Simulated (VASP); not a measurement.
# AgCl (Fm-3m) in VASP: a series of runs

Runs on AgCl. Level: LDA. Tasks: electric field gradients.

All numbers are computed with VASP 6.6.1; they aren't measurements. Logs are shortened: lines on timing, memory, paths and dates and some standing lists are left out, and cuts for length are marked.

**1. The cell of the first run**

Symmetry: Fm-3m, No. 225, cubic system. The conventional cell has a = 5.565 Å, b = 5.565 Å, c = 5.565 Å, α = 90.00°, β = 90.00°, γ = 90.00°. Ag (site symmetry m-3m) has 6 Cl at 2.78 Å within 3.7 Å. Within 3.7 Å of Cl (site symmetry m-3m) lie 6 Ag at 2.78 Å.

**2. Electric field gradients, LDA (volume scaled by 1.01)**

INCAR

```
SYSTEM = AgCl
PREC = Accurate ; ENCUT = 520
EDIFF = 1E-8 ; ISMEAR = -1
SIGMA = 0.02 ; LREAL = .False.
LASPH = .True. ; NELM = 60
ALGO = Normal ; ISIF = 2
LWAVE = .False. ; LCHARG = .False.
LEFG = .True. ; NBANDS = 16
```

KPOINTS

```
Automatic mesh
0
Gamma
  8 8 8
  0 0 0
```

POSCAR

```
AgCl
1.0
    0.0000000000      2.7823631906      2.7823631906
    2.7823631906      0.0000000000      2.7823631906
    2.7823631906      2.7823631906      0.0000000000
Ag Cl
1 1
Direct
    0.5000000000      0.5000000000      0.5000000000
    0.0000000000      0.0000000000      0.0000000000
```

Potentials or basis: VASP PAW LDA potentials, release 64 (Ag, Cl).

On the command line:

```
> cat potpaw_LDA.64/Ag/POTCAR potpaw_LDA.64/Cl/POTCAR > POTCAR
> mpirun -np 1 vasp_std > vasp.out
```

OUTCAR:

```text
SYSTEM = AgCl
   PREC = Accurate
   ENCUT = 520
   EDIFF = 1E-8
   ISMEAR = -1
   LREAL = .False.
   LASPH = .True.
   NELM = 60
   ISIF = 2

 ion  position               nearest neighbor table
   1  0.500  0.500  0.500-   2 2.78   2 2.78   2 2.78   2 2.78   2 2.78   2 2.78
   2  0.000  0.000  0.000-   1 2.78   1 2.78   1 2.78   1 2.78   1 2.78   1 2.78

  LATTYP: Found a face centered cubic cell.
 ALAT       =     5.5647263812

  Lattice vectors:

 A1 = (   0.0000000000,   2.7823631906,   2.7823631906)
 A2 = (   2.7823631906,   0.0000000000,   2.7823631906)
 A3 = (   2.7823631906,   2.7823631906,   0.0000000000)

Analysis of symmetry for initial positions (statically):
[... 33 lines left out ...]
                                     Primitive cell

  volume of cell :      43.0796

  direct lattice vectors                    reciprocal lattice vectors
     0.000000000  2.782363191  2.782363191    -0.179703355  0.179703355  0.179703355
     2.782363191  0.000000000  2.782363191     0.179703355 -0.179703355  0.179703355
     2.782363191  2.782363191  0.000000000     0.179703355  0.179703355 -0.179703355

  length of vectors
     3.934855760  3.934855760  3.934855760     0.311255341  0.311255341  0.311255341

  position of ions in fractional coordinates (direct lattice)
     0.500000000  0.500000000  0.500000000
     0.000000000  0.000000000  0.000000000

  ion indices of the primitive-cell ions
   primitive index   ion index
                 1           1
                 2           2

----------------------------------------------------------------------------------------

 KPOINTS: Automatic mesh

Automatic generation of k-mesh.
 Grid dimensions read from file:
 generate k-points for:    8    8    8

 Generating k-lattice:

  Cartesian coordinates                     Fractional coordinates (reciprocal lattice)
    -0.022462919  0.022462919  0.022462919     0.125000000  0.000000000  0.000000000
     0.022462919 -0.022462919  0.022462919     0.000000000  0.125000000  0.000000000
     0.022462919  0.022462919 -0.022462919     0.000000000  0.000000000  0.125000000

  Length of vectors
     0.038906918  0.038906918  0.038906918

  Shift w.r.t. Gamma in fractional coordinates (k-lattice)
     0.000000000  0.000000000  0.000000000

[... 85 lines left out ...]
 NGX is ok and might be reduce to    30
   NGX = 15   NGY = 15   NGZ = 15

 number of electron      18.0000003 magnetization

 Free energy of the ion-electron system (eV)
  ---------------------------------------------------
  ext. energy  EPLUGINS =         0.00000000
  ---------------------------------------------------
  free energy    TOTEN  =        -6.69688425 eV

  energy without entropy =       -6.69688425  energy(sigma->0) =       -6.69688425

 E-fermi :   3.7973     XC(G=0): -10.3898

 val. band max:        3.4509146433   @ k =   0.5000   0.0000   0.0000
 cond. band min:       4.0945009372   @ k =   0.0000   0.0000   0.0000
 fundamental gap:      0.6435862939
 Fermi energy:         3.7972901659

 k-point     1 :       0.0000    0.0000    0.0000
  band No.  band energies     occupation
      1     -11.5290      2.00000
      2       0.9701      2.00000
      3       0.9701      2.00000
      4       0.9701      2.00000
      5       1.0076      2.00000
      6       1.0076      2.00000
[... 433 lines left out ...]
      3      -0.6212      2.00000
      4      -0.5734      2.00000
      5       1.2736      2.00000
      6       1.3429      2.00000
[... 8 lines left out ...]
     15      16.7750      0.00000
     16      18.2870      0.00000

 [... further k-points ...]

------------------------ aborting loop because EDIFF is reached ----------------------------------------

  FORCE on cell =-STRESS in cart. coord.  units (eV):
  Direction    XX          YY          ZZ          XY          YZ          ZX
  --------------------------------------------------------------------------------------
  -------------------------------------------------------------------------------------
  Total       -1.6006935     -1.6006935     -1.6006935      0.0000000      0.0000000      0.0000000
  in kB      -59.5315655    -59.5315655    -59.5315655      0.0000000      0.0000000      0.0000000
  external PRESSURE =     -59.5315655 kB  Pullay stress =       0.0000000 kB

 VOLUME and BASIS-vectors are now :
 -----------------------------------------------------------------------------
  energy-cutoff  :      520.00
  volume of cell :       43.08
      direct lattice vectors                 reciprocal lattice vectors
     0.000000000  2.782363191  2.782363191    -0.179703355  0.179703355  0.179703355
     2.782363191  0.000000000  2.782363191     0.179703355 -0.179703355  0.179703355
     2.782363191  2.782363191  0.000000000     0.179703355  0.179703355 -0.179703355

 POSITION                                       TOTAL-FORCE (eV/Angst)
 -----------------------------------------------------------------------------------
      2.78236      2.78236      2.78236         0.000000      0.000000      0.000000
      0.00000      0.00000      0.00000        -0.000000     -0.000000     -0.000000
 -----------------------------------------------------------------------------------
    total drift:                                0.000000      0.000000      0.000000

  FREE ENERGIE OF THE ION-ELECTRON SYSTEM (eV)
  ---------------------------------------------------
  free  energy   TOTEN  =        -6.6968842514 eV

  energy  without entropy=       -6.6968842505  energy(sigma->0) =       -6.69688425

 Electric field gradients (V/A^2)
---------------------------------------------------------------------
 ion       V_xx      V_yy      V_zz      V_xy      V_xz      V_yz
---------------------------------------------------------------------
   1      -0.000    -0.000    -0.000    -0.000    -0.000    -0.000
   2      -0.000    -0.000     0.000     0.001     0.001     0.001
---------------------------------------------------------------------

 Electric field gradients after diagonalization (V/A^2)
 (convention: |V_zz| > |V_xx| > |V_yy|)
----------------------------------------------------------------------
 ion       V_xx      V_yy      V_zz     asymmetry (V_yy - V_xx)/ V_zz
----------------------------------------------------------------------
   1       0.000     0.000    -0.000       0.000
   2      -0.001    -0.001     0.002       0.000
----------------------------------------------------------------------

           NMR quadrupolar parameters

 Cq : quadrupolar parameter    Cq=e*Q*V_zz/h
 eta: asymmetry parameters     (V_yy - V_xx)/ V_zz
 Q  : nuclear electric quadrupole moment in mb (millibarn)
----------------------------------------------------------------------
 ion       Cq(MHz)       eta       Q (mb)
----------------------------------------------------------------------
   1      -0.000       0.000       1.000
   2       0.000       0.000       1.000
----------------------------------------------------------------------
```

OSZICAR:

```text
N       E                     dE             d eps       ncg     rms          rms(c)
DAV:   1     0.901718005634E+02    0.90172E+02   -0.84621E+03   936   0.101E+03
DAV:   2    -0.381371682011E+01   -0.93986E+02   -0.85621E+02  1176   0.214E+02
DAV:   3    -0.684711737797E+01   -0.30334E+01   -0.30249E+01  1176   0.392E+01
DAV:   4    -0.686173144464E+01   -0.14614E-01   -0.14613E-01  1152   0.315E+00
DAV:   5    -0.686189213780E+01   -0.16069E-03   -0.16069E-03  1184   0.328E-01    0.617E+00
DAV:   6    -0.670640280083E+01    0.15549E+00   -0.24429E-01  1224   0.664E+00    0.409E+00
DAV:   7    -0.669978346606E+01    0.66193E-02   -0.61164E-02  1128   0.166E+00    0.191E+00
DAV:   8    -0.669697722342E+01    0.28062E-02   -0.42746E-03  1072   0.585E-01    0.240E-01
DAV:   9    -0.669687457910E+01    0.10264E-03   -0.24136E-04  1240   0.234E-01    0.453E-02
DAV:  10    -0.669688431089E+01   -0.97318E-05   -0.29616E-05  1072   0.456E-02    0.153E-02
DAV:  11    -0.669688425357E+01    0.57314E-07   -0.29277E-07  1256   0.484E-03    0.252E-03
DAV:  12    -0.669688425144E+01    0.21357E-08   -0.73029E-08  1096   0.228E-03
   1 F= -.66968843E+01 E0= -.66968843E+01  d E =-.963465E-09
```

Wall time 7.7 s (1 thread of Intel Xeon 6975P-C (Granite Rapids), shared host); peak memory 0.15 GiB.

Results:

* Free energy: -6.6969 eV
* Pressure: -6.0 GPa
* Band gap on the k mesh: 0.64 eV, indirect (least direct gap 2.91 eV)

Caveat: without QUAD_EFG the Cq values of the log hold for a quadrupole moment of 1 mb, not for the nuclei. A k mesh can miss the band edges.

**3. Electric field gradients, LDA (volume scaled by 1.01)**

INCAR

```
PREC = Accurate
ENCUT = 520
EDIFF = 1E-8
ISMEAR = -1
SIGMA = 0.02
LREAL = False
LASPH = True
NELM = 100
ALGO = Normal
ISIF = 2
LWAVE = False
LCHARG = False
GGA = CA
LEFG = True
NBANDS = 16
```

KPOINTS

```
Automatic mesh
0
Gamma
  8 8 8
```

POSCAR is that of step 2.

Potentials or basis: VASP PAW LDA potentials, release 64 (Ag, Cl).

On the command line:

```
> cat potpaw_LDA.64/Ag/POTCAR potpaw_LDA.64/Cl/POTCAR > POTCAR
> mpirun -np 1 vasp_std > vasp.out
```

OUTCAR:

```text
PREC = Accurate
   ENCUT = 520
   EDIFF = 1E-8
   ISMEAR = -1
   LREAL = False
   LASPH = True
   NELM = 100
   ISIF = 2
   GGA = CA

 ion  position               nearest neighbor table
   1  0.500  0.500  0.500-   2 2.78   2 2.78   2 2.78   2 2.78   2 2.78   2 2.78
   2  0.000  0.000  0.000-   1 2.78   1 2.78   1 2.78   1 2.78   1 2.78   1 2.78

  LATTYP: Found a face centered cubic cell.
 ALAT       =     5.5647263812

  Lattice vectors:

 A1 = (   0.0000000000,   2.7823631906,   2.7823631906)
 A2 = (   2.7823631906,   0.0000000000,   2.7823631906)
 A3 = (   2.7823631906,   2.7823631906,   0.0000000000)

Analysis of symmetry for initial positions (statically):
[... 666 lines left out ...]
  free  energy   TOTEN  =        -6.6968842514 eV

  energy  without entropy=       -6.6968842505  energy(sigma->0) =       -6.69688425

 Electric field gradients (V/A^2)
---------------------------------------------------------------------
 ion       V_xx      V_yy      V_zz      V_xy      V_xz      V_yz
---------------------------------------------------------------------
   1      -0.000    -0.000    -0.000    -0.000    -0.000    -0.000
   2      -0.000    -0.000     0.000     0.001     0.001     0.001
---------------------------------------------------------------------

 Electric field gradients after diagonalization (V/A^2)
 (convention: |V_zz| > |V_xx| > |V_yy|)
----------------------------------------------------------------------
 ion       V_xx      V_yy      V_zz     asymmetry (V_yy - V_xx)/ V_zz
----------------------------------------------------------------------
   1       0.000     0.000    -0.000       0.000
   2      -0.001    -0.001     0.002       0.000
----------------------------------------------------------------------

           NMR quadrupolar parameters

 Cq : quadrupolar parameter    Cq=e*Q*V_zz/h
 eta: asymmetry parameters     (V_yy - V_xx)/ V_zz
 Q  : nuclear electric quadrupole moment in mb (millibarn)
----------------------------------------------------------------------
 ion       Cq(MHz)       eta       Q (mb)
----------------------------------------------------------------------
   1      -0.000       0.000       1.000
   2       0.000       0.000       1.000
----------------------------------------------------------------------
```

OSZICAR:

```text
N       E                     dE             d eps       ncg     rms          rms(c)
DAV:   1     0.901718005634E+02    0.90172E+02   -0.84621E+03   936   0.101E+03
DAV:   2    -0.381371682011E+01   -0.93986E+02   -0.85621E+02  1176   0.214E+02
DAV:   3    -0.684711737797E+01   -0.30334E+01   -0.30249E+01  1176   0.392E+01
DAV:   4    -0.686173144464E+01   -0.14614E-01   -0.14613E-01  1152   0.315E+00
DAV:   5    -0.686189213780E+01   -0.16069E-03   -0.16069E-03  1184   0.328E-01    0.617E+00
DAV:   6    -0.670640280083E+01    0.15549E+00   -0.24429E-01  1224   0.664E+00    0.409E+00
DAV:   7    -0.669978346606E+01    0.66193E-02   -0.61164E-02  1128   0.166E+00    0.191E+00
DAV:   8    -0.669697722342E+01    0.28062E-02   -0.42746E-03  1072   0.585E-01    0.240E-01
DAV:   9    -0.669687457910E+01    0.10264E-03   -0.24136E-04  1240   0.234E-01    0.453E-02
DAV:  10    -0.669688431089E+01   -0.97318E-05   -0.29616E-05  1072   0.456E-02    0.153E-02
DAV:  11    -0.669688425357E+01    0.57314E-07   -0.29277E-07  1256   0.484E-03    0.252E-03
DAV:  12    -0.669688425144E+01    0.21357E-08   -0.73029E-08  1096   0.228E-03
   1 F= -.66968843E+01 E0= -.66968843E+01  d E =-.963465E-09
```

Run time: 8.1 s. Hardware: 1 thread of Intel Xeon 6975P-C (Granite Rapids), shared host; peak memory 0.15 GiB.

Results:

| Item | Value |
| --- | --- |
| Free energy | -6.6969 eV |
| Pressure | -6.0 GPa |
| Band gap on the k mesh | 0.64 eV, indirect (least direct gap 2.91 eV) |

Levels at points of the mesh, in eV from the valence-band top:
```tsv
k point	band 6	band 7	band 8	band 9	band 10	band 11	band 12	band 13
(0.00, 0.00, 0.00)	-2.44	-2.26	-2.26	-2.26	0.64	10.74	10.74	10.74
(0.50, 0.00, 0.00)	-2.11	-1.79	0.00	0.00	3.99	6.28	7.47	7.47
(0.50, 0.50, 0.00)	-2.25	-1.99	-1.99	-1.92	2.14	7.86	8.35	11.17
```

Caveat: without QUAD_EFG the Cq values of the log hold for a quadrupole moment of 1 mb, not for the nuclei.

(Continued in part 2 of 2.)
